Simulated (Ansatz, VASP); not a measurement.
Al: VASP beside Ansatz

The input INCAR:

```
SYSTEM = Al
PREC = Accurate
ENCUT = 520
EDIFF = 1E-7
ISMEAR = 0
SIGMA = 0.15
LREAL = .False.
LASPH = .True.
NELM = 60
ALGO = Fast
ISIF = 2
LWAVE = .False.
LCHARG = .False.
GGA = PS
IVDW = 12
NBANDS = 10
```

File KPOINTS:

```
Automatic mesh
0
Gamma
  18 18 10
  0 0 0
```

File POSCAR:

```
Al
1.0
    2.8124553515      0.0000000000      0.0000000000
   -1.4062276757      2.4356577814      0.0000000000
    0.0000000000      0.0000000000      4.8668500000
Al
2
Direct
    0.6871950021      0.3743900043      0.7500000000
    0.3333333333      0.6666666667      0.2500000000
```

Input for Ansatz:

```yaml
crystal:
  lattice:
    - [2.8124553515, 0.0, 0.0]
    - [-1.4062276757, 2.4356577814, 0.0]
    - [0.0, 0.0, 4.86685]
  atoms:
    - { symbol: Al, position: [0.6871950021, 0.3743900043, 0.75] }
    - { symbol: Al, position: [0.3333333333, 0.6666666667, 0.25] }
basis:
  ecutwfc: 420
kpoints:
  mp_grid: { grid: [18, 18, 10] }
hamiltonian:
  xc: pbesol
  dispersion: d3bj
scf:
  occupations: { method: gaussian, width: 0.15 }
output:
  forces: true
  stress: true
  eigenvalues: true
```

Alike in both runs: task single point; functional PBEsol; dispersion D3(BJ); k mesh 18 × 18 × 10; occupations gaussian, width 0.15 eV; no spin polarisation.

|  | VASP | Ansatz |
| --- | --- | --- |
| version | VASP 6.6.1 | Ansatz 0.2.0 |
| potentials or method | VASP PAW PBE potentials, release 64 (Al), cutoff 520 eV | scalar-relativistic, plane waves, PAW |
| valence electrons in the cell | 6 | 6 |

VASP gave:

```
gap on the k mesh at the Fermi level (eV)                     : none
pressure (GPa)                                                : -4.3
traceless stress, the component that is largest in VASP (GPa) : -1.35
rms of the force components (eV/Å)                            : 0.039
```

Question: Which values does Ansatz return?

Answer: gap on the k mesh at the Fermi level (eV): none; pressure (GPa): -4.4; traceless stress, the component that is largest in VASP (GPa): -1.33; rms of the force components (eV/Å): 0.039.

VASP's potentials were made for PBE, not for PBEsol. Atom by atom the forces differ by 0.000 eV/Å (rms over components). A gap of «none» marks a metal or a gap that the smearing closes.
